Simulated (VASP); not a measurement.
Set up this calculation in VASP 6.6.1, as the native input.

* Task: relaxation of cell and atoms
* Functional: PBE
* Potentials or basis: VASP PAW PBE potentials, release 64 (Nb_sv, Si)
* Cutoff: 500 eV
* k mesh: 13 × 13 × 13
* Occupations: fermi-dirac, width 0.1 eV
* Spin: no spin polarisation
* Dipole correction: no
* Further INCAR settings: ALGO = Normal; EDIFF = 1e-07; IBRION = 2; EDIFFG = -0.005; NSW = 60; ISIF = 3

The structure of NbSi (rocksalt type) lies in POSCAR:

```
NbSi
1.0
    0.0000000000      2.5742341955      2.5742341955
    2.5742341955      0.0000000000      2.5742341955
    2.5742341955      2.5742341955      0.0000000000
Nb Si
1 1
Direct
    0.0000000000      0.0000000000      0.0000000000
    0.5000000000      0.5000000000      0.5000000000
```

These files were run (other wordings do the same):

INCAR

```
SYSTEM = NbSi
PREC = Accurate ; ENCUT = 500
EDIFF = 1E-7 ; ISMEAR = -1
SIGMA = 0.1 ; LREAL = .FALSE.
LASPH = .TRUE. ; NELM = 120
ALGO = Normal ; ISIF = 3
LWAVE = .FALSE. ; LCHARG = .FALSE.
GGA = PE ; IBRION = 2
NSW = 60 ; EDIFFG = -0.005
GGA_COMPAT = .FALSE. ; NELMIN = 4
```

KPOINTS

```
regular mesh
0
G
  13 13 13
  0 0 0
```

Potentials or basis: VASP PAW PBE potentials, release 64 (Nb_sv, Si).

Launch:

```console
$ cat potpaw_PBE.64/Nb_sv/POTCAR potpaw_PBE.64/Si/POTCAR > POTCAR
$ mpirun -np 1 vasp_std > vasp.out
```

Results of the run:

| Item | Value |
| --- | --- |
| Relaxed volume | 17.03 Å³/atom |
| Relaxed cell | a = 3.639 Å, b = 3.639 Å, c = 3.639 Å, α = 60.00°, β = 60.00°, γ = 60.00° |
| Space group after relaxing (to 0.1 Å) | Fm-3m (No. 225) |
| Energy gained by relaxing | 0.0 meV/atom |
| Ionic steps | 3 |
| Pressure after relaxing | 0.0 GPa |
| Band gap on the k mesh | zero (an odd number of electrons rules out a gap without spin polarisation) |

Wall time 67 s on 1 thread of Intel(R) Xeon(R) Platinum 8375C CPU @ 2.90GHz (Ice Lake) (shared host), peak memory 0.18 GiB.
